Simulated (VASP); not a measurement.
Here is a VASP 6.6.1 calculation.

INCAR

```
SYSTEM = Hf
PREC = Accurate ; ENCUT = 400
EDIFF = 1E-6 ; ISMEAR = 1
SIGMA = 0.1 ; LREAL = .FALSE.
LASPH = .TRUE. ; NELM = 120
ALGO = Normal ; ISIF = 2
LWAVE = .FALSE. ; LCHARG = .FALSE.
LDIPOL = .TRUE. ; IDIPOL = 3
DIPOL = 0.5 0.5 0.401 ; GGA = PE
NBANDS = 72 ; GGA_COMPAT = .FALSE.
NELMDL = -8
```

The input KPOINTS:

```
regular mesh
0
G
  6 6 1
  0 0 0
```

POSCAR

```
Hf
1.0
   -0.0000000289      6.2437749321      0.0000000000
   -5.4072676923     -3.1218874911      0.0000000000
    0.0000000000      0.0000000000     23.6589951027
Hf
12
Direct
    0.3333333333      0.1666666667      0.2958705545
    0.3333333333      0.6666666667      0.2958705545
    0.8333333333      0.1666666667      0.2958705545
    0.8333333333      0.6666666667      0.2958705545
    0.1666666667      0.3333333333      0.3991708021
    0.1706783370      0.8370135678      0.3985302215
    0.6663352308      0.3293216630      0.3985302215
    0.6629864322      0.8336647692      0.3985302215
    0.3358313245      0.1716672965      0.5081022097
    0.3283327035      0.6641640280      0.5081022097
    0.8358359720      0.1641686755      0.5081022097
    0.8333333333      0.6666666667      0.5046668095
```

Potentials or basis: VASP PAW PBE potentials, release 64 (Hf_pv).

Run with:

```console
$ cat potpaw_PBE.64/Hf_pv/POTCAR > POTCAR
$ mpirun -np 1 vasp_std > vasp.out
```

(1) What does it give for the band gap on the k mesh?

(2) Estimate the largest force.

Answers

(1) zero (bands 60 and 61 overlap by 0.74 eV).

(2) 0.413 eV/Å.

Caveat: spin-orbit coupling is left out, which moves the levels of the heavy elements.
